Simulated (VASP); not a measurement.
A run of VASP 6.6.1:

POSCAR

```
AlN
1.0
    0.0000000000      2.0188685302      2.0188685302
    2.0188685302      0.0000000000      2.0188685302
    2.0188685302      2.0188685302      0.0000000000
Al N
1 1
Direct
    0.0000000000      0.0000000000      0.0000000000
    0.5000000000      0.5000000000      0.5000000000
```

The input INCAR.step1:

```
SYSTEM = AlN
ALGO     = Normal         ! electronic algorithm
EDIFF    = 1E-5           ! SCF threshold, eV
ENCUT    = 520            ! plane-wave cutoff, eV
GGA      = PE             ! functional
ISIF     = 2              ! what is computed and relaxed
ISMEAR   = 0              ! smearing method
LASPH    = .True.         ! aspherical terms in the spheres
LREAL    = .False.        ! projectors in reciprocal space
LWAVE    = .True.         ! write WAVECAR
NBANDS   = 11             ! bands
NELM     = 80             ! most SCF steps
PREC     = Accurate       ! precision mode
SIGMA    = 0.01           ! smearing width, eV
```

Contents of INCAR.step2:

```
SYSTEM = AlN
AEXX     = 0.1            ! exact-exchange fraction
ALGO     = Normal         ! electronic algorithm
EDIFF    = 1E-7           ! SCF threshold, eV
ENCUT    = 520            ! plane-wave cutoff, eV
ISIF     = 2              ! what is computed and relaxed
ISMEAR   = 0              ! smearing method
ISTART   = 1            
LASPH    = .True.         ! aspherical terms in the spheres
LCHARG   = .True.         ! write CHGCAR
LELF     = .True.         ! ELF
LHFCALC  = .True.         ! exact exchange
LMIXTAU  = .True.       
LREAL    = .False.        ! projectors in reciprocal space
LVHAR    = .True.       
LWAVE    = .False.        ! write WAVECAR
METAGGA  = R2SCAN         ! meta-GGA
NBANDS   = 11             ! bands
NELM     = 80             ! most SCF steps
PREC     = Accurate       ! precision mode
PRECFOCK = Normal       
SIGMA    = 0.01           ! smearing width, eV
```

KPOINTS

```
k-points
0
Gamma
  8 8 8
  0 0 0
```

Potentials or basis: VASP PAW PBE potentials, release 64 (Al, N).

Launch:

```bash
$ cat potpaw_PBE.64/Al/POTCAR potpaw_PBE.64/N/POTCAR > POTCAR
$ cp INCAR.step1 INCAR
$ mpirun -np 1 vasp_std > vasp.out
$ cp INCAR.step2 INCAR
$ mpirun -np 1 vasp_std > vasp.out
```

Hardware: 1 thread of Intel(R) Xeon(R) Platinum 8259CL CPU @ 2.50GHz (Skylake/Cascade Lake), with other jobs on the host.

Estimate the wall time of this run.

It took 30 min on 1 thread of Intel(R) Xeon(R) Platinum 8259CL CPU @ 2.50GHz (Skylake/Cascade Lake) (shared host), peak memory 0.15 GiB. Counts: k points 29.
